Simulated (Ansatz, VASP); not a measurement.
Two plane-wave programs on TlZnBr3

Contents of POSCAR:

```
TlZnBr3
1.0
    5.1224262551      0.0000000000      0.0000000000
    0.0000000000      5.1224262551      0.0000000000
    0.0000000000      0.0000000000      5.1224262551
Tl Zn Br
1 1 3
Direct
    0.0000000000      0.0000000000      0.0000000000
    0.5000000000      0.5000000000      0.5000000000
    0.5000000000      0.5000000000      0.0000000000
    0.5000000000      0.0000000000      0.5000000000
    0.0000000000      0.5000000000      0.5000000000
```

File INCAR.step1:

```
PREC = Accurate ; ENCUT = 520
ISMEAR = 0 ; SIGMA = 0.01
LREAL = F ; LASPH = T
NELM = 60 ; NBANDS = 31
GGA = PE ; ALGO = Normal
EDIFF = 1E-4 ; LWAVE = T
LCHARG = F
```

File INCAR.step2:

```
PREC = Accurate ; ENCUT = 520
EDIFF = 1E-6 ; ISMEAR = 0
SIGMA = 0.01 ; LREAL = F
LASPH = T ; NELM = 60
ALGO = Normal ; ISIF = 2
LWAVE = F ; LCHARG = F
METAGGA = R2SCAN ; LMIXTAU = T
NBANDS = 31 ; ISTART = 1
```

KPOINTS

```
Automatic mesh
0
Gamma
  6 6 6
```

Input for Ansatz:

```yaml
crystal:
  lattice:
    - [5.1224262551, 0.0, 0.0]
    - [0.0, 5.1224262551, 0.0]
    - [0.0, 0.0, 5.1224262551]
  atoms:
    - { symbol: Tl, position: [0.0, 0.0, 0.0] }
    - { symbol: Zn, position: [0.5, 0.5, 0.5] }
    - { symbol: Br, position: [0.5, 0.5, 0.0] }
    - { symbol: Br, position: [0.5, 0.0, 0.5] }
    - { symbol: Br, position: [0.0, 0.5, 0.5] }
kpoints:
  mp_grid: { grid: [6, 6, 6] }
  band_path:
    path:
      - [0.0, 0.0, 0.0]
      - [0.0, 0.5, 0.0]
      - [0.5, 0.5, 0.0]
      - [0.5, 0.5, 0.5]
      - [0.0, 0.5, 0.5]
    npoints: 1
hamiltonian:
  xc: r2scan
scf:
  occupations: { method: fixed }
  n_extra_bands: 5
output:
  forces: true
  stress: true
  eigenvalues: true
```

Change from the starting cell: hydrostatic strain -1.5%.

Alike in both runs: task single point; functional r2SCAN; k mesh 6 × 6 × 6; no spin polarisation.

|  | VASP | Ansatz |
| --- | --- | --- |
| version | VASP 6.6.1 | Ansatz 0.2.0 |
| potentials or method | VASP PAW PBE potentials, release 64 (Tl_d, Zn, Br) | plane waves, PAW |
| plane-wave cutoff (eV) | 520 | 500 |
| occupations | gaussian, width 0.01 eV | fixed |
| valence electrons in the cell | 46 | 46 |

|  | VASP | Ansatz | Ansatz less VASP |
| --- | --- | --- | --- |
| gap on the k mesh at the Fermi level (eV) | 1.00 | 1.00 | +0.006 |
| pressure (GPa) | 1.8 | 1.8 | +0.01 |

VASP's potentials were made for PBE, not for r2SCAN.

Neither program's run includes spin-orbit coupling.
